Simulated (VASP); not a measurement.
CaSe, 2 atoms in the cell. Symmetry: F-43m, No. 216, cubic system. Conventional cell: a = 6.587 Å, b = 6.587 Å, c = 6.587 Å, α = 90.00°, β = 90.00°, γ = 90.00°. Se (site symmetry -43m) has 4 Ca at 2.85 Å within 3.8 Å. Ca (site symmetry -43m) has 4 Se at 2.85 Å within 3.8 Å. 

- Program: VASP 6.6.1
- Task: single point
- Functional: PBE
- Potentials or basis: VASP PAW PBE potentials, release 64 (Se, Ca_sv)
- Cutoff: 520 eV
- k mesh: 5 × 5 × 5
- Occupations: fermi-dirac, width 0.05 eV
- Spin: no spin polarisation
- Dipole correction: no
- Further INCAR settings: ALGO = Normal; EDIFF = 1e-06; NBANDS = 15

Potentials or basis: VASP PAW PBE potentials, release 64 (Se, Ca_sv).

Launch:

```console
$ cat potpaw_PBE.64/Se/POTCAR potpaw_PBE.64/Ca_sv/POTCAR > POTCAR
$ mpirun -np 1 vasp_std > vasp.out
```

Hardware: 1 thread of AMD EPYC 9R45 96-Core Processor (Zen 5), with other jobs on the host.

Estimate the wall time of this run.

Wall time 9.7 s on 1 thread of AMD EPYC 9R45 96-Core Processor (Zen 5) (shared host), peak memory 0.17 GiB. Counts: scf iterations 14, k points 10.
